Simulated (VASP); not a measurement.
Sr, 1 atom in the cell. Symmetry: Fm-3m, No. 225, cubic system. The conventional cell has a = 6.067 Å, b = 6.067 Å, c = 6.067 Å, α = 90.00°, β = 90.00°, γ = 90.00°. Within 5.6 Å of Sr (site symmetry m-3m) lie 12 Sr at 4.29 Å. 

| Item | Value |
| --- | --- |
| Program | VASP 6.6.1 |
| Task | relaxation of cell and atoms |
| Functional | LDA |
| Potentials or basis | VASP PAW LDA potentials, release 64 (Sr_sv) |
| Cutoff | 600 eV |
| k mesh | 10 × 10 × 10 |
| Occupations | gaussian, width 0.01 eV |
| Spin | no spin polarisation |
| Dipole correction | no |
| Further INCAR settings | ALGO = Normal; EDIFF = 1e-07; IBRION = 2; EDIFFG = -0.002; NSW = 100; ISIF = 3 |

Potentials or basis: VASP PAW LDA potentials, release 64 (Sr_sv).

Command:

```bash
$ cat potpaw_LDA.64/Sr_sv/POTCAR > POTCAR
$ mpirun -np 1 vasp_std > vasp.out
```

Hardware: 1 thread of Intel Xeon 8259CL, on a shared host.

**Question.** Estimate the wall time of this run.

**Answer.** Run time: 2.3 min on 1 thread of Intel Xeon 8259CL, with other jobs on the host, peak memory 0.19 GiB. Counts: scf iterations 40, k points 47, ion steps 4.
